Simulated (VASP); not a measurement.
Wanted: the native input for a VASP 6.6.1 run.

```yaml
Task: single point
Functional: LDA
Potentials_or_basis: VASP PAW LDA potentials, release 64 (Ga_d, Sb)
Cutoff: 520 eV
k_mesh: 16 × 16 × 16
Occupations: gaussian, width 0.15 eV
Spin: no spin polarisation
Dipole_correction: no
Further_INCAR_settings: ALGO = Normal; EDIFF = 1e-06; NBANDS = 16
```

The structure of GaSb lies in POSCAR:

```
GaSb
1.0
   -2.7531000000      2.7531000000      1.4771000000
    2.7531000000     -2.7531000000      1.4771000000
    2.7531000000      2.7531000000     -1.4771000000
Ga Sb
1 1
Direct
    0.2500000000      0.7500000000      0.5000000000
    0.0000000000      0.0000000000      0.0000000000
```

One way to write it, as run:

INCAR

```
SYSTEM = GaSb
PREC     = Accurate       ! precision mode
ENCUT    = 520            ! plane-wave cutoff, eV
EDIFF    = 1E-6           ! SCF threshold, eV
ISMEAR   = 0              ! smearing method
SIGMA    = 0.15           ! smearing width, eV
LREAL    = .False.        ! projectors in reciprocal space
LASPH    = .True.         ! aspherical terms in the spheres
NELM     = 80             ! most SCF steps
ALGO     = Normal         ! electronic algorithm
ISIF     = 2              ! what is computed and relaxed
LWAVE    = .False.        ! write WAVECAR
LCHARG   = .True.         ! write CHGCAR
GGA      = CA             ! functional
LELF     = .True.         ! ELF
LVHAR    = .True.       
NBANDS   = 16             ! bands
```

KPOINTS

```
Automatic mesh
0
Gamma
  16 16 16
  0 0 0
```

Potentials or basis: VASP PAW LDA potentials, release 64 (Ga_d, Sb).

Command:

```bash
$ cat potpaw_LDA.64/Ga_d/POTCAR potpaw_LDA.64/Sb/POTCAR > POTCAR
$ mpirun -np 1 vasp_std > vasp.out
```

It gave:

The pressure is -0.1 GPa and the band gap on the k mesh is zero (band 9 reaches 8.80 eV, above the bottom of band 10 at 4.22 eV).

Caveat: spin-orbit coupling is left out, which moves the levels of the heavy elements.

Run time: 60 s on 1 thread of Intel(R) Xeon(R) 6975P-C (Granite Rapids), with other jobs on the host, peak memory 0.36 GiB.
